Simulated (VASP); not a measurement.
# Hg (R-3m) in VASP: a series of runs

The runs below take Hg through single point, with RPBE.

Everything below comes from runs of VASP 6.6.1. Logs are shortened: lines on timing, memory, paths and dates and some standing lists are left out, and cuts for length are marked.

### 1 The cell of the first run

The structure is trigonal, space group R-3m (No. 166). The conventional cell has a = 5.566 Å, b = 5.566 Å, c = 12.248 Å, α = 90.00°, β = 90.00°, γ = 120.00°.

### 2 Single point, RPBE (109.55 Å³/atom)

The input, INCAR:

```
SYSTEM = Hg
PREC = Accurate
ENCUT = 520
EDIFF = 1E-6
ISMEAR = -1
SIGMA = 0.1
LREAL = .False.
LASPH = .True.
NELM = 80
ALGO = Normal
ISIF = 2
LWAVE = .False.
LCHARG = .False.
GGA = RP
NBANDS = 12
```

The input, KPOINTS:

```
regular mesh
0
Gamma
  12 12 12
  0 0 0
```

The input, POSCAR:

```
Hg
1.0
    2.7830756820      1.6068094942      4.0827976955
   -2.7830756820      1.6068094942      4.0827976955
    0.0000000000     -3.2136189884      4.0827976955
Hg
1
Direct
    0.0000000000      0.0000000000      0.0000000000
```

Potentials or basis: VASP PAW PBE potentials, release 64 (Hg).

Run with:

```console
$ cat potpaw_PBE.64/Hg/POTCAR > POTCAR
$ mpirun -np 1 vasp_std > vasp.out
```

OUTCAR:

```text
SYSTEM = Hg
   PREC = Accurate
   ENCUT = 520
   EDIFF = 1E-6
   ISMEAR = -1
   LREAL = .False.
   LASPH = .True.
   NELM = 80
   ISIF = 2
   GGA = RP

 ion  position               nearest neighbor table
   1  0.000  0.000  0.000-

  LATTYP: Found a trigonal (rhomboedric) cell.
 ALAT       =     5.1958237099
 COS(alpha) =     0.4261859023

  Lattice vectors:

 A1 = (   2.7830756820,   1.6068094942,   4.0827976955)
 A2 = (  -2.7830756820,   1.6068094942,   4.0827976955)
 A3 = (   0.0000000000,  -3.2136189884,   4.0827976955)

Analysis of symmetry for initial positions (statically):
=====================================================================
 Subroutine PRICEL returns:
 Original cell was already a primitive cell.

 Routine SETGRP: Setting up the symmetry group for a
 trigonal (rhombohedral) supercell.

 Subroutine GETGRP returns: Found 12 space group operations
 (whereof 12 operations were pure point group operations)
 out of a pool of 12 trial point group operations.

The static configuration has the point symmetry D_3d.

Analysis of symmetry for dynamics (positions and initial velocities):
=====================================================================
 Subroutine PRICEL returns:
 Original cell was already a primitive cell.

 Routine SETGRP: Setting up the symmetry group for a
 trigonal (rhombohedral) supercell.

 Subroutine GETGRP returns: Found 12 space group operations
 (whereof 12 operations were pure point group operations)
 out of a pool of 12 trial point group operations.

The dynamic configuration has the point symmetry D_3d.

 Subroutine INISYM returns: Found 12 space group operations
 (whereof 12 operations are pure point group operations),
 and found     1 'primitive' translations

----------------------------------------------------------------------------------------

                                     Primitive cell

  volume of cell :     109.5465

  direct lattice vectors                    reciprocal lattice vectors
     2.783075682  1.606809494  4.082797696     0.179657349  0.103725219  0.081643363
    -2.783075682  1.606809494  4.082797696    -0.179657349  0.103725219  0.081643363
     0.000000000 -3.213618988  4.082797696     0.000000000 -0.207450438  0.081643363

  length of vectors
     5.195823710  5.195823710  5.195823710     0.222937935  0.222937935  0.222937935

  position of ions in fractional coordinates (direct lattice)
     0.000000000  0.000000000  0.000000000

  ion indices of the primitive-cell ions
   primitive index   ion index
                 1           1

----------------------------------------------------------------------------------------

 KPOINTS: regular mesh

Automatic generation of k-mesh.
 Grid dimensions read from file:
 generate k-points for:   12   12   12

 Generating k-lattice:

  Cartesian coordinates                     Fractional coordinates (reciprocal lattice)
     0.014971446  0.008643768  0.006803614     0.083333333  0.000000000  0.000000000
    -0.014971446  0.008643768  0.006803614     0.000000000  0.083333333  0.000000000
     0.000000000 -0.017287536  0.006803614     0.000000000  0.000000000  0.083333333

  Length of vectors
     0.018578161  0.018578161  0.018578161

  Shift w.r.t. Gamma in fractional coordinates (k-lattice)
     0.000000000  0.000000000  0.000000000

 Subroutine IBZKPT returns following result:
 ===========================================

 Found    189 irreducible k-points:

 Following reciprocal coordinates:
            Coordinates               Weight
  0.000000  0.000000  0.000000      1.000000
  0.083333  0.000000  0.000000      6.000000
  0.166667  0.000000  0.000000      6.000000
  0.250000  0.000000  0.000000      6.000000
  0.333333  0.000000  0.000000      6.000000
  0.416667  0.000000 -0.000000      6.000000
[... 16 lines left out ...]
  0.500000  0.166667  0.000000     12.000000
 -0.416667  0.166667  0.000000     12.000000
 [... further k-points ...]
   k-points           NKPTS =    189   k-points in BZ     NKDIM =    189   number of bands    NBANDS=     12
   number of dos      NEDOS =    301   number of ions     NIONS =      1
   total plane-waves  NPLWV =  64000
   dimension x,y,z NGX =    40 NGY =   40 NGZ =   40
   dimension x,y,z NGXF=    80 NGYF=   80 NGZF=   80
   ions per type =               1
   NGX,Y,Z   is equivalent  to a cutoff of  12.80, 12.80, 12.80 a.u.
   NGXF,Y,Z  is equivalent  to a cutoff of  25.60, 25.60, 25.60 a.u.
 SYSTEM =  Hg
   PREC   = accura    normal or accurate (medium, high low for compatibility)
   ISTART =      0    job   : 0-new  1-cont  2-samecut
   ICHARG =      2    charge: 1-file 2-atom 10-const
   ISPIN  =      1    spin polarized calculation?
   LNONCOLLINEAR =      F non collinear calculations
   LSORBIT =      F    spin-orbit coupling
   LASPH  =      T    aspherical Exc in radial PAW
   ENCUT  =  520.0 eV  38.22 Ry    6.18 a.u.   9.66  9.66  9.66*2*pi/ulx,y,z
   NELM   =     80;   NELMIN=  2; NELMDL= -5     # of ELM steps
   EDIFF  = 0.1E-05   stopping-criterion for ELM
   LREAL  =      F    real-space projection
   EDIFFG = 0.1E-04   stopping-criterion for IOM
   NSW    =      0    number of steps for IOM
   IBRION =     -1    ionic relax: 0-MD 1-quasi-New 2-CG
   NFREE  =      0    steps in history (QN), initial steepest desc. (CG)
   ISIF   =      2    stress and relaxation
   ISYM   =      2    0-nonsym 1-usesym 2-fastsym
   POTIM  = 0.5000    time-step for ionic-motion
   TEBEG  =    0.0;   TEEND  =   0.0 temperature during run
   PSTRESS=    0.0 pullay stress
   NELECT =      12.0000    total number of electrons
   NUPDOWN=      -1.0000    fix difference up-down
   EMIN   =  10.00;   EMAX   =-10.00  energy-range for DOS
   EFERMI =   0.00;   METHOD = LEGACY
   ISMEAR =    -1;   SIGMA  =   0.10  broadening in eV -4-tet -1-fermi 0-gaus
   EFERMI_NEDOS =   21; number of points for ismear=-14 and -15
   IALGO  =     38    algorithm
   IMIX   =      4    mixing-type and parameters
     AMIX     =   0.40;   BMIX     =  1.00
     AMIX_MAG =   1.60;   BMIX_MAG =  1.00
  volume/ion in A,a.u.               =     109.55       739.26
  Fermi-wavevector in a.u.,A,eV,Ry     =   0.783314  1.480248  8.348268  0.613580
  Thomas-Fermi vector in A             =   1.887217
   LORBIT       =      0    0 simple, 1 ext, 2 COOP (PROOUT), +10 PAW based schemes
   GGA     = RP    functional components
   LHFCALC =     F    Hartree Fock is set to
   AEXX    =    0.0000 exact exchange contribution
   IVDW    =     0    specifies the selected vdW correction
   LEPSILON=     F    determine dielectric tensor
   LRPA    =     F    only Hartree local field effects (RPA)
 non-spin polarized calculation
  energy-cutoff  :      520.00
  volume of cell :      109.55
 maximum number of plane-waves:      2973
   NGX = 19   NGY = 19   NGZ = 19

 number of electron      11.9999997 magnetization

 Free energy of the ion-electron system (eV)
  ---------------------------------------------------
  ext. energy  EPLUGINS =         0.00000000
  ---------------------------------------------------
  free energy    TOTEN  =        -0.03522688 eV

  energy without entropy =       -0.03522688  energy(sigma->0) =       -0.03522688

 E-fermi :  -2.8379     XC(G=0):  -4.3602

 val. band max:       -5.0417286988   @ k =  -0.4167  -0.4167   0.2500
 cond. band min:      -0.8322696243   @ k =   0.5000   0.0000   0.0000
 fundamental gap:      4.2094590745
 Fermi energy:        -2.8379195053

 k-point     1 :       0.0000    0.0000    0.0000
  band No.  band energies     occupation
      1      -8.3704      2.00000
      2      -8.3704      2.00000
      3      -8.3593      2.00000
      4      -8.3521      2.00000
      5      -8.3521      2.00000
      6      -5.7965      2.00000
      7       2.3294      0.00000
      8       2.3294      0.00000
      9       2.7557      0.00000
     10       2.7824      0.00000
     11       5.9047      0.00000
     12       5.9047      0.00000

 k-point     2 :       0.0833    0.0000    0.0000
  band No.  band energies     occupation
      1      -8.3701      2.00000
      2      -8.3695      2.00000
      3      -8.3588      2.00000
      4      -8.3521      2.00000
      5      -8.3521      2.00000
      6      -5.7687      2.00000
      7       1.7291      0.00000
      8       2.3107      0.00000
      9       2.6974      0.00000
     10       3.3132      0.00000
     11       5.7873      0.00000
     12       5.9777      0.00000

 k-point     3 :       0.1667    0.0000    0.0000
  band No.  band energies     occupation
      1      -8.3695      2.00000
      2      -8.3676      2.00000
      3      -8.3575      2.00000
      4      -8.3517      2.00000
      5      -8.3515      2.00000
      6      -5.6892      2.00000
      7       0.9546      0.00000
      8       2.2628      0.00000
      9       2.5984      0.00000
     10       3.7809      0.00000
     11       5.7633      0.00000
     12       6.1276      0.00000
[... 286 lines left out ...]
 k-point    23 :       0.5000    0.1667    0.0000
  band No.  band energies     occupation
      1      -8.3710      2.00000
      2      -8.3617      2.00000
      3      -8.3547      2.00000
      4      -8.3492      2.00000
      5      -8.3389      2.00000
      6      -5.2417      2.00000
      7      -0.6248      0.00000
      8       1.2710      0.00000
      9       2.0131      0.00000
     10       4.3828      0.00000
     11       5.2328      0.00000
     12       6.4410      0.00000

 k-point    24 :      -0.4167    0.1667    0.0000
  band No.  band energies     occupation
      1      -8.3703      2.00000
      2      -8.3611      2.00000
      3      -8.3549      2.00000
      4      -8.3486      2.00000
      5      -8.3407      2.00000
      6      -5.2393      2.00000
      7      -0.6302      0.00000
      8       1.1318      0.00000
      9       2.0974      0.00000
     10       4.4701      0.00000
     11       5.2238      0.00000
     12       6.5399      0.00000

 [... further k-points ...]
[... 5 lines left out ...]
  --------------------------------------------------------------------------------------
  -------------------------------------------------------------------------------------
  Total       -0.0205949     -0.0205949     -0.0087045      0.0000000      0.0000000     -0.0000000
  in kB       -0.3012116     -0.3012116     -0.1273084      0.0000000      0.0000000     -0.0000000
  external PRESSURE =      -0.2432439 kB  Pullay stress =       0.0000000 kB

 VOLUME and BASIS-vectors are now :
 -----------------------------------------------------------------------------
  energy-cutoff  :      520.00
  volume of cell :      109.55
      direct lattice vectors                 reciprocal lattice vectors
     2.783075682  1.606809494  4.082797696     0.179657349  0.103725219  0.081643363
    -2.783075682  1.606809494  4.082797696    -0.179657349  0.103725219  0.081643363
     0.000000000 -3.213618988  4.082797696     0.000000000 -0.207450438  0.081643363

 POSITION                                       TOTAL-FORCE (eV/Angst)
 -----------------------------------------------------------------------------------
      0.00000      0.00000      0.00000         0.000000      0.000000      0.000000
 -----------------------------------------------------------------------------------
    total drift:                               -0.000000     -0.000000     -0.000000

  FREE ENERGIE OF THE ION-ELECTRON SYSTEM (eV)
  ---------------------------------------------------
  free  energy   TOTEN  =        -0.0352268757 eV

  energy  without entropy=       -0.0352268751  energy(sigma->0) =       -0.03522688
```

It took 46 s on 1 thread of Intel Xeon 6975P-C (Granite Rapids), shared host; peak memory 0.41 GiB.

Results:

| Item | Value |
| --- | --- |
| Free energy | -0.0352 eV |
| Pressure | 0.0 GPa |
| Band gap on the k mesh | 4.21 eV (least direct gap 4.43 eV) |

Caveat: the PAW data sets were made with another functional, which shifts forces and pressure a little; spin-orbit coupling is left out, which moves the levels of the heavy elements.

### 3 Single point, RPBE

This run uses another cell than the first one, of 101.43 Å³/atom.

The input, INCAR:

```
SYSTEM = Hg
  PREC = Accurate
  ENCUT = 520
  EDIFF = 1E-6
  ISMEAR = -1
  SIGMA = 0.1
  LREAL = .FALSE.
  LASPH = .TRUE.
  NELM = 100
  ALGO = Normal
  ISIF = 2
  LWAVE = .FALSE.
  LCHARG = .TRUE.
  GGA = RP
  LELF = .TRUE.
  LVHAR = .TRUE.
  NBANDS = 12
```

The input, KPOINTS:

```
Automatic mesh
0
G
  11 11 11
  0 0 0
```

The input, POSCAR:

```
Hg
1.0
    2.7125874738      1.5661131082      3.9793910518
   -2.7125874738      1.5661131082      3.9793910518
    0.0000000000     -3.1322262164      3.9793910518
Hg
1
Direct
    0.0000000000      1.0000000000      0.0000000000
```

Potentials or basis: VASP PAW PBE potentials, release 64 (Hg).

Run with:

```console
$ cat potpaw_PBE.64/Hg/POTCAR > POTCAR
$ mpirun -np 1 vasp_std > vasp.out
```

It took 58 s on 1 thread of Intel Xeon 6975P-C (Granite Rapids), shared host; peak memory 0.34 GiB.

The run converged. Its results:

- Free energy: -0.0348 eV
- Pressure: 0.0 GPa
- Band gap on the k mesh: 4.16 eV (least direct gap 4.41 eV)

Levels at points of the mesh, in eV from the valence-band top:
| k point | band 3 | band 4 | band 5 | band 6 | band 7 | band 8 | band 9 | band 10 |
| --- | --- | --- | --- | --- | --- | --- | --- | --- |
| (0.00, 0.00, 0.00) | -3.36 | -3.35 | -3.35 | -0.88 | 7.53 | 7.53 | 8.03 | 8.13 |

Caveat: the PAW data sets were made with another functional, which shifts forces and pressure a little; spin-orbit coupling is left out, which moves the levels of the heavy elements; an odd mesh through Γ misses points on the zone boundary, where band edges can lie.

### 4 Single point, RPBE

This run uses another cell than the first one, of 101.43 Å³/atom.

The input, INCAR:

```
SYSTEM = Hg
  ALGO = Normal
  EDIFF = 1E-6
  ENCUT = 520
  GGA = RP
  ISIF = 2
  ISMEAR = -1
  LASPH = .True.
  LCHARG = .True.
  LELF = .True.
  LREAL = .False.
  LVHAR = .True.
  LWAVE = .False.
  NBANDS = 12
  NELM = 100
  PREC = Accurate
  SIGMA = 0.1
```

The input, KPOINTS:

```
k-points
0
Gamma
  12 12 12
  0 0 0
```

POSCAR is that of step 3.

Run with:

```console
$ cat potpaw_PBE.64/Hg/POTCAR > POTCAR
$ mpirun -np 1 vasp_std > vasp.out
```

Wall time 63 s (1 thread of Intel Xeon 6975P-C (Granite Rapids), shared host); peak memory 0.39 GiB.

The run converged. Its results:

| Quantity | Value |
| --- | --- |
| Free energy | -0.0348 eV |
| Pressure | 0.0 GPa |
| Band gap on the k mesh | 4.12 eV (least direct gap 4.36 eV) |

Levels at points of the mesh, in eV from the valence-band top:
```csv
k point,band 2,band 3,band 4,band 5,band 6,band 7,band 8,band 9,band 10,band 11
"(0.00, 0.00, 0.00)",-3.37,-3.36,-3.35,-3.35,-0.88,7.53,7.53,8.03,8.13,11.22
"(0.50, 0.00, 0.00)",-3.37,-3.36,-3.34,-3.33,-0.29,4.12,7.29,7.50,9.12,10.93
"(0.50, 0.50, 0.00)",-3.37,-3.34,-3.33,-3.33,-0.03,4.51,6.02,6.63,8.04,9.27
"(0.50, 0.50, 0.50)",-3.36,-3.36,-3.33,-3.33,-0.07,4.29,6.93,6.93,8.69,10.60
```

Caveat: the PAW data sets were made with another functional, which shifts forces and pressure a little; spin-orbit coupling is left out, which moves the levels of the heavy elements.

### 5 Single point, RPBE (109.55 Å³/atom)

The input, INCAR:

```
SYSTEM = Hg
PREC = Accurate
ENCUT = 520
EDIFF = 1E-6
ISMEAR = -1
SIGMA = 0.1
LREAL = .False.
LASPH = .True.
NELM = 80
ALGO = Normal
ISIF = 2
LWAVE = .False.
LCHARG = .False.
GGA = RP
NBANDS = 12
```

The input, KPOINTS:

```
regular mesh
0
Gamma
  12 12 12
  0 0 0
```

The input, POSCAR:

```
Hg
1.0
    2.7830756001      1.6068094468      4.0827977886
   -2.7830756001      1.6068094468      4.0827977886
    0.0000000000     -3.2136188938      4.0827977886
Hg
1
Direct
    0.0000000000      1.0000000000      0.0000000000
```

Run with:

```console
$ cat potpaw_PBE.64/Hg/POTCAR > POTCAR
$ mpirun -np 1 vasp_std > vasp.out
```

Wall time 60 s (1 thread of Intel Xeon 6975P-C (Granite Rapids), shared host); peak memory 0.39 GiB.

It converged, with:

* Free energy: -0.0352 eV
* Pressure: 0.0 GPa
* Band gap on the k mesh: 4.21 eV (least direct gap 4.43 eV)

Levels at points of the mesh, in eV from the valence-band top:
```csv
k point,band 3,band 4,band 5,band 6,band 7,band 8,band 9,band 10
"(0.00, 0.00, 0.00)",-3.32,-3.31,-3.31,-0.75,7.37,7.37,7.80,7.82
"(0.50, 0.00, 0.00)",-3.32,-3.30,-3.30,-0.25,4.21,7.15,7.34,8.85
"(0.50, 0.50, 0.00)",-3.30,-3.30,-3.29,-0.02,4.57,5.99,6.54,7.89
"(0.50, 0.50, 0.50)",-3.32,-3.30,-3.30,-0.06,4.37,6.82,6.82,8.47
```

Caveat: the PAW data sets were made with another functional, which shifts forces and pressure a little; spin-orbit coupling is left out, which moves the levels of the heavy elements.

### 6 The runs side by side

```csv
cell,k mesh,gap on the mesh (eV),pressure (GPa)
"a = 5.196 Å, angles 64.8°, 1 atom",12 × 12 × 12,4.21,0.0
"a = 5.064 Å, angles 64.8°, 1 atom",11 × 11 × 11,4.16,0.0
"a = 5.064 Å, angles 64.8°, 1 atom",12 × 12 × 12,4.12,0.0
```

Alike in all rows: task single point; level RPBE; potentials or basis VASP PAW PBE potentials, release 64 (Hg); no spin polarisation; cutoff (eV) 520; smearing fermi-dirac 0.1 eV.

Caveats: the PAW data sets were made with another functional, which shifts forces and pressure a little; spin-orbit coupling is left out, which moves the levels of the heavy elements; an odd mesh through Γ misses points on the zone boundary, where band edges can lie (at least some runs).

Absolute energies hang on the potentials; compare differences alone.
